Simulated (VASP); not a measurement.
Here is a VASP 6.6.1 calculation.

File INCAR:

```
ALGO = Normal
EDIFF = 1E-6
ENCUT = 520
GGA = PS
ISIF = 2
ISMEAR = 0
LASPH = True
LCHARG = False
LREAL = False
LWAVE = False
NBANDS = 25
NELM = 100
PREC = Accurate
SIGMA = 0.1
```

Contents of KPOINTS:

```
k-points
0
Gamma
  14 14 8
```

The input POSCAR:

```
CuO
1.0
    2.9731878096     -0.0190162661     -0.0046870799
    0.0213294361      2.9731704137     -0.0046750874
    0.0093868174      0.0092679785      5.1141444184
Cu O
2 2
Direct
    0.5000000000      0.0000000000      0.5000000000
    0.0000000000      0.5000000000      0.0000000000
    0.0000917255      0.9999061924      0.2499999823
    0.9999082745      0.0000938076      0.7500000177
```

Potentials or basis: VASP PAW PBE potentials, release 64 (Cu, O).

Command:

```sh
$ cat potpaw_PBE.64/Cu/POTCAR potpaw_PBE.64/O/POTCAR > POTCAR
$ mpirun -np 1 vasp_std > vasp.out
```

Predict the pressure.

-7.4 GPa.

Predict the band gap on the k mesh.

zero (band 17 reaches 5.18 eV, above the bottom of band 18 at 3.94 eV).

Stress tensor (GPa, compression positive):
```
-7.45 -0.01  0.00
-0.01 -7.45  0.00
 0.00  0.00 -7.18
```

Caveat: the PAW data sets were made with another functional, which shifts forces and pressure a little; semilocal functionals often make such compounds metallic where correlation or magnetic order opens a gap, which also shifts bond lengths.
